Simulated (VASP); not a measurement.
# GaN (F-43m) in VASP: a series of runs

Aim: see how the results for GaN move with the level of theory and the settings. Levels: RPBE, revPBE, BLYP, BLYP+D3(BJ), PBE+D4. Tasks: relaxation of cell and atoms, single point.

Program: VASP 6.6.1. These are calculated values, not measurements. Logs are shortened: lines on timing, memory, paths and dates and some standing lists are left out, and cuts for length are marked.

**1. The cell of the first run**

Symmetry: F-43m, No. 216, cubic system. The conventional cell has a = 4.507 Å, b = 4.507 Å, c = 4.507 Å, α = 90.00°, β = 90.00°, γ = 90.00°. Ga (site symmetry -43m) has 4 N at 1.95 Å within 2.6 Å. N (site symmetry -43m) has 4 Ga at 1.95 Å within 2.6 Å.

**2. Relaxation of cell and atoms, RPBE**

File INCAR:

```
ALGO = Normal ; EDIFF = 1E-6
EDIFFG = -0.01 ; ENCUT = 600
GGA = RP ; IBRION = 2
ISIF = 3 ; ISMEAR = -1
LASPH = T ; LCHARG = F
LREAL = F ; LWAVE = F
NELM = 100 ; NSW = 80
PREC = Accurate ; SIGMA = 0.05
```

File KPOINTS:

```
k-points
0
Gamma
  10 10 10
```

File POSCAR:

```
GaN
1.0
    0.0000000000      2.2535006075      2.2535006075
    2.2535006075      0.0000000000      2.2535006075
    2.2535006075      2.2535006075      0.0000000000
Ga N
1 1
Direct
    0.0000000000      0.0000000000      0.0000000000
    0.2500000000      0.2500000000      0.2500000000
```

Potentials or basis: VASP PAW PBE potentials, release 64 (Ga_d, N).

The run is started by

```sh
$ cat potpaw_PBE.64/Ga_d/POTCAR potpaw_PBE.64/N/POTCAR > POTCAR
$ mpirun -np 1 vasp_std > vasp.out
```

OUTCAR:

```text
EDIFF = 1E-6
   EDIFFG = -0.01
   ENCUT = 600
   GGA = RP
   IBRION = 2
   ISIF = 3
   ISMEAR = -1
   LASPH = T
   LREAL = F
   NELM = 100
   NSW = 80
   PREC = Accurate

 ion  position               nearest neighbor table
   1  0.000  0.000  0.000-   2 1.95   2 1.95   2 1.95   2 1.95
   2  0.250  0.250  0.250-   1 1.95   1 1.95   1 1.95   1 1.95

  LATTYP: Found a face centered cubic cell.
 ALAT       =     4.5070012150

  Lattice vectors:

 A1 = (   0.0000000000,   2.2535006075,   2.2535006075)
 A2 = (   2.2535006075,   0.0000000000,   2.2535006075)
 A3 = (   2.2535006075,   2.2535006075,   0.0000000000)

Analysis of symmetry for initial positions (statically):
=====================================================================
 Subroutine PRICEL returns:
 Original cell was already a primitive cell.

 Routine SETGRP: Setting up the symmetry group for a
 face centered cubic supercell.

 Subroutine GETGRP returns: Found 24 space group operations
 (whereof 24 operations were pure point group operations)
 out of a pool of 48 trial point group operations.

The static configuration has the point symmetry T_d .

Analysis of symmetry for dynamics (positions and initial velocities):
=====================================================================
 Subroutine PRICEL returns:
 Original cell was already a primitive cell.

 Routine SETGRP: Setting up the symmetry group for a
 face centered cubic supercell.

 Subroutine GETGRP returns: Found 24 space group operations
 (whereof 24 operations were pure point group operations)
 out of a pool of 48 trial point group operations.

The dynamic configuration has the point symmetry T_d .

 Subroutine INISYM returns: Found 24 space group operations
 (whereof 24 operations are pure point group operations),
 and found     1 'primitive' translations

----------------------------------------------------------------------------------------

                                     Primitive cell

  volume of cell :      22.8877

  direct lattice vectors                    reciprocal lattice vectors
     0.000000000  2.253500607  2.253500607    -0.221877020  0.221877020  0.221877020
     2.253500607  0.000000000  2.253500607     0.221877020 -0.221877020  0.221877020
     2.253500607  2.253500607  0.000000000     0.221877020  0.221877020 -0.221877020

  length of vectors
     3.186931122  3.186931122  3.186931122     0.384302272  0.384302272  0.384302272

  position of ions in fractional coordinates (direct lattice)
     0.000000000  0.000000000  0.000000000
     0.250000000  0.250000000  0.250000000

  ion indices of the primitive-cell ions
   primitive index   ion index
                 1           1
                 2           2

----------------------------------------------------------------------------------------

 KPOINTS: k-points

Automatic generation of k-mesh.
 Grid dimensions read from file:
 generate k-points for:   10   10   10

 Generating k-lattice:

  Cartesian coordinates                     Fractional coordinates (reciprocal lattice)
    -0.022187702  0.022187702  0.022187702     0.100000000  0.000000000  0.000000000
     0.022187702 -0.022187702  0.022187702     0.000000000  0.100000000  0.000000000
     0.022187702  0.022187702 -0.022187702     0.000000000  0.000000000  0.100000000

  Length of vectors
     0.038430227  0.038430227  0.038430227

  Shift w.r.t. Gamma in fractional coordinates (k-lattice)
     0.000000000  0.000000000  0.000000000

 Subroutine IBZKPT returns following result:
 ===========================================

 Found     47 irreducible k-points:

 Following reciprocal coordinates:
            Coordinates               Weight
  0.000000  0.000000  0.000000      1.000000
  0.100000  0.000000  0.000000      8.000000
  0.200000  0.000000  0.000000      8.000000
  0.300000  0.000000  0.000000      8.000000
  0.400000  0.000000  0.000000      8.000000
  0.500000  0.000000  0.000000      4.000000
[... 16 lines left out ...]
  0.300000  0.300000  0.000000      6.000000
  0.400000  0.300000  0.000000     24.000000
 [... further k-points ...]
   k-points           NKPTS =     47   k-points in BZ     NKDIM =     47   number of bands    NBANDS=     13
   number of dos      NEDOS =    301   number of ions     NIONS =      2
   total plane-waves  NPLWV =  21952
   dimension x,y,z NGX =    28 NGY =   28 NGZ =   28
   dimension x,y,z NGXF=    56 NGYF=   56 NGZF=   56
   ions per type =               1   1
   NGX,Y,Z   is equivalent  to a cutoff of  14.61, 14.61, 14.61 a.u.
   NGXF,Y,Z  is equivalent  to a cutoff of  29.21, 29.21, 29.21 a.u.
 SYSTEM =  unknown system
   PREC   = accura    normal or accurate (medium, high low for compatibility)
   ISTART =      0    job   : 0-new  1-cont  2-samecut
   ICHARG =      2    charge: 1-file 2-atom 10-const
   ISPIN  =      1    spin polarized calculation?
   LNONCOLLINEAR =      F non collinear calculations
   LSORBIT =      F    spin-orbit coupling
   LASPH  =      T    aspherical Exc in radial PAW
   ENCUT  =  600.0 eV  44.10 Ry    6.64 a.u.   6.37  6.37  6.37*2*pi/ulx,y,z
   NELM   =    100;   NELMIN=  2; NELMDL= -5     # of ELM steps
   EDIFF  = 0.1E-05   stopping-criterion for ELM
   LREAL  =      F    real-space projection
   EDIFFG = -.1E-01   stopping-criterion for IOM
   NSW    =     80    number of steps for IOM
   IBRION =      2    ionic relax: 0-MD 1-quasi-New 2-CG
   NFREE  =      1    steps in history (QN), initial steepest desc. (CG)
   ISIF   =      3    stress and relaxation
   ISYM   =      2    0-nonsym 1-usesym 2-fastsym
   POTIM  = 0.5000    time-step for ionic-motion
   TEBEG  =    0.0;   TEEND  =   0.0 temperature during run
   PSTRESS=    0.0 pullay stress
   NELECT =      18.0000    total number of electrons
   NUPDOWN=      -1.0000    fix difference up-down
   EMIN   =  10.00;   EMAX   =-10.00  energy-range for DOS
   EFERMI =   0.00;   METHOD = LEGACY
   ISMEAR =    -1;   SIGMA  =   0.05  broadening in eV -4-tet -1-fermi 0-gaus
   EFERMI_NEDOS =   21; number of points for ismear=-14 and -15
   IALGO  =     38    algorithm
   IMIX   =      4    mixing-type and parameters
     AMIX     =   0.40;   BMIX     =  1.00
     AMIX_MAG =   1.60;   BMIX_MAG =  1.00
  volume/ion in A,a.u.               =      11.44        77.23
  Fermi-wavevector in a.u.,A,eV,Ry     =   1.511117  2.855596 31.068543  2.283473
  Thomas-Fermi vector in A             =   2.621216
   LORBIT       =      0    0 simple, 1 ext, 2 COOP (PROOUT), +10 PAW based schemes
   GGA     = RP    functional components
   LHFCALC =     F    Hartree Fock is set to
   AEXX    =    0.0000 exact exchange contribution
   IVDW    =     0    specifies the selected vdW correction
   LEPSILON=     F    determine dielectric tensor
   LRPA    =     F    only Hartree local field effects (RPA)
 conjugate gradient relaxation of ions
 non-spin polarized calculation
  energy-cutoff  :      600.00
  volume of cell :       22.89
 maximum number of plane-waves:       785
 NGX is ok and might be reduce to    28
   NGX = 13   NGY = 13   NGZ = 13

--------------------------------------- Ionic step        1  -------------------------------------------

 number of electron      18.0000005 magnetization

 Free energy of the ion-electron system (eV)
  ---------------------------------------------------
  ext. energy  EPLUGINS =         0.00000000
  ---------------------------------------------------
  free energy    TOTEN  =       -11.30456411 eV

  energy without entropy =      -11.30456411  energy(sigma->0) =      -11.30456411

------------------------ aborting loop because EDIFF is reached ----------------------------------------

  FORCE on cell =-STRESS in cart. coord.  units (eV):
  Direction    XX          YY          ZZ          XY          YZ          ZX
  --------------------------------------------------------------------------------------
  -------------------------------------------------------------------------------------
  Total        1.2654765      1.2654765      1.2654765     -0.0000000      0.0000000      0.0000000
  in kB       88.5852973     88.5852973     88.5852973     -0.0000000      0.0000000      0.0000000
  external PRESSURE =      88.5852973 kB  Pullay stress =       0.0000000 kB

 VOLUME and BASIS-vectors are now :
 -----------------------------------------------------------------------------
  energy-cutoff  :      600.00
  volume of cell :       22.89
      direct lattice vectors                 reciprocal lattice vectors
     0.000000000  2.253500607  2.253500607    -0.221877020  0.221877020  0.221877020
     2.253500607  0.000000000  2.253500607     0.221877020 -0.221877020  0.221877020
     2.253500607  2.253500607  0.000000000     0.221877020  0.221877020 -0.221877020
[... 37 lines left out ...]
 POSITION                                       TOTAL-FORCE (eV/Angst)
 -----------------------------------------------------------------------------------
      0.00000      0.00000      0.00000         0.000000      0.000000      0.000000
      1.16114      1.16114      1.16114        -0.000000     -0.000000     -0.000000
 -----------------------------------------------------------------------------------
    total drift:                                0.000001      0.000001      0.000001

  FREE ENERGIE OF THE ION-ELECTRON SYSTEM (eV)
  ---------------------------------------------------
  free  energy   TOTEN  =       -11.3169337157 eV

  energy  without entropy=      -11.3169336716  energy(sigma->0) =      -11.31693369

--------------------------------------- Ionic step        3  -------------------------------------------

 number of electron      17.9999996 magnetization

 Free energy of the ion-electron system (eV)
  ---------------------------------------------------
  ext. energy  EPLUGINS =         0.00000000
  ---------------------------------------------------
  free energy    TOTEN  =       -11.33550422 eV

  energy without entropy =      -11.33550422  energy(sigma->0) =      -11.33550422

 E-fermi :   5.6629     XC(G=0): -11.2029

 val. band max:        4.8888288018   @ k =   0.0000   0.0000   0.0000
 cond. band min:       6.3444676021   @ k =   0.0000   0.0000   0.0000
 fundamental gap:      1.4556388004
 Fermi energy:         5.6628583134

 k-point     1 :       0.0000    0.0000    0.0000
  band No.  band energies     occupation
      1     -10.6706      2.00000
      2      -8.5286      2.00000
      3      -8.5286      2.00000
      4      -8.5286      2.00000
      5      -8.2569      2.00000
      6      -8.2569      2.00000
      7       4.8888      2.00000
      8       4.8888      2.00000
      9       4.8888      2.00000
     10       6.3445      0.00000
     11      14.9497      0.00000
     12      14.9497      0.00000
     13      14.9497      0.00000

 k-point     2 :       0.1000    0.0000    0.0000
  band No.  band energies     occupation
      1     -10.5739      2.00000
      2      -8.5169      2.00000
      3      -8.5169      2.00000
      4      -8.4852      2.00000
      5      -8.2579      2.00000
      6      -8.2579      2.00000
      7       3.7753      2.00000
      8       4.7895      2.00000
      9       4.7895      2.00000
     10       7.2393      0.00000
     11      14.4654      0.00000
[... 339 lines left out ...]
 k-point    24 :       0.4000    0.3000    0.0000
  band No.  band energies     occupation
      1      -9.8764      2.00000
      2      -8.4088      2.00000
      3      -8.3365      2.00000
      4      -8.3360      2.00000
      5      -8.2047      2.00000
      6      -7.2890      2.00000
      7      -0.0004      2.00000
      8       2.5799      2.00000
      9       2.8837      2.00000
     10       9.3293      0.00000
     11      11.7560      0.00000
     12      15.5567      0.00000
     13      17.3962      0.00000

 [... further k-points ...]
[... 5 lines left out ...]
  --------------------------------------------------------------------------------------
  -------------------------------------------------------------------------------------
  Total       -0.0196039     -0.0196039     -0.0196039      0.0000000     -0.0000000      0.0000000
  in kB       -1.3053143     -1.3053143     -1.3053143      0.0000000     -0.0000000      0.0000000
  external PRESSURE =      -1.3053143 kB  Pullay stress =       0.0000000 kB

 VOLUME and BASIS-vectors are now :
 -----------------------------------------------------------------------------
  energy-cutoff  :      600.00
  volume of cell :       24.06
      direct lattice vectors                 reciprocal lattice vectors
     0.000000000  2.291409447  2.291409447    -0.218206310  0.218206310  0.218206310
     2.291409447  0.000000000  2.291409447     0.218206310 -0.218206310  0.218206310
     2.291409447  2.291409447 -0.000000000     0.218206310  0.218206310 -0.218206310

 POSITION                                       TOTAL-FORCE (eV/Angst)
 -----------------------------------------------------------------------------------
      0.00000      0.00000      0.00000        -0.000000      0.000000      0.000000
      1.14570      1.14570      1.14570         0.000000     -0.000000     -0.000000
 -----------------------------------------------------------------------------------
    total drift:                                0.000001      0.000001      0.000001

  FREE ENERGIE OF THE ION-ELECTRON SYSTEM (eV)
  ---------------------------------------------------
  free  energy   TOTEN  =       -11.3355042216 eV

  energy  without entropy=      -11.3355042177  energy(sigma->0) =      -11.33550422

 reached required accuracy - stopping structural energy minimisation
```

Run time: 36 s. Hardware: 1 thread of Intel Xeon Platinum 8559C (Emerald Rapids), shared host; peak memory 0.17 GiB.

What came out:

* Free energy: -11.3355 eV
* Relaxed volume: 12.03 Å³/atom
* Relaxed cell: a = 3.241 Å, b = 3.241 Å, c = 3.241 Å, α = 60.00°, β = 60.00°, γ = 60.00°
* Space group after relaxing (to 0.05 Å): F-43m (No. 216)
* Energy gained by relaxing: 15.5 meV/atom
* Ionic steps: 3
* Pressure after relaxing: -0.1 GPa
* Band gap on the k mesh: 1.46 eV, direct

Step by step:
```tsv
step	energy change (eV)	largest force (eV/Å)	pressure (GPa)	volume (Å³)
1	0.0000	0.0000	8.86	22.89
2	-0.0124	0.0000	-5.71	25.05
3	-0.0309	0.0000	-0.13	24.06
```

Final structure:
```
Ga N
1.0
     0.00000    2.29141    2.29141
     2.29141    0.00000    2.29141
     2.29141    2.29141    0.00000
Ga N
1 1
Direct
  0.00000 0.00000 0.00000
  0.25000 0.25000 0.25000
```

Caveat: the PAW data sets were made with another functional, which shifts forces and pressure a little.

(Continued in part 2 of 2.)
